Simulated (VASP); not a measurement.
Write the native input for VASP 6.6.1 that does the following.

* Task: single point
* Functional: PBE
* Potentials or basis: VASP PAW PBE potentials, release 64 (Sn_d, Ge_d, Se)
* Cutoff: 520 eV
* k mesh: 4 × 4 × 4
* Occupations: gaussian, width 0.1 eV
* Spin: no spin polarisation
* Dipole correction: no
* Further INCAR settings: ALGO = Normal; EDIFF = 1e-06; NBANDS = 39

The structure of Sn3GeSe lies in POSCAR:

```
Sn3GeSe
1.0
    5.3192437400      0.0000000000      0.0000000000
    0.0000000000      5.3192437400      0.0000000000
    0.0000000000      0.0000000000      5.3192437400
Sn Ge Se
3 1 1
Direct
    0.5000000000      0.0000000000      0.0000000000
    0.0000000000      0.5000000000      0.0000000000
    0.0000000000      0.0000000000      0.5000000000
    0.0000000000      0.0000000000      0.0000000000
    0.5000000000      0.5000000000      0.5000000000
```

The input as run:

INCAR

```
SYSTEM = Sn3GeSe
  PREC = Accurate
  ENCUT = 520
  EDIFF = 1E-6
  ISMEAR = 0
  SIGMA = 0.1
  LREAL = .FALSE.
  LASPH = .TRUE.
  NELM = 100
  ALGO = Normal
  ISIF = 2
  LWAVE = .FALSE.
  LCHARG = .TRUE.
  GGA = PE
  LELF = .TRUE.
  LVHAR = .TRUE.
  NBANDS = 39
```

KPOINTS

```
Automatic mesh
0
G
  4 4 4
  0 0 0
```

Potentials or basis: VASP PAW PBE potentials, release 64 (Sn_d, Ge_d, Se).

Run with:

```console
$ cat potpaw_PBE.64/Sn_d/POTCAR potpaw_PBE.64/Ge_d/POTCAR potpaw_PBE.64/Se/POTCAR > POTCAR
$ mpirun -np 1 vasp_std > vasp.out
```

Results of the run:

The pressure is 1.8 GPa and the band gap on the k mesh is zero (band 31 reaches 6.04 eV, above the bottom of band 32 at 5.06 eV).

Caveat: spin-orbit coupling is left out, which moves the levels of the heavy elements.

Run time: 44 s on 1 thread of Oxide Virtual Turin-like Processor (shared host), peak memory 0.23 GiB.
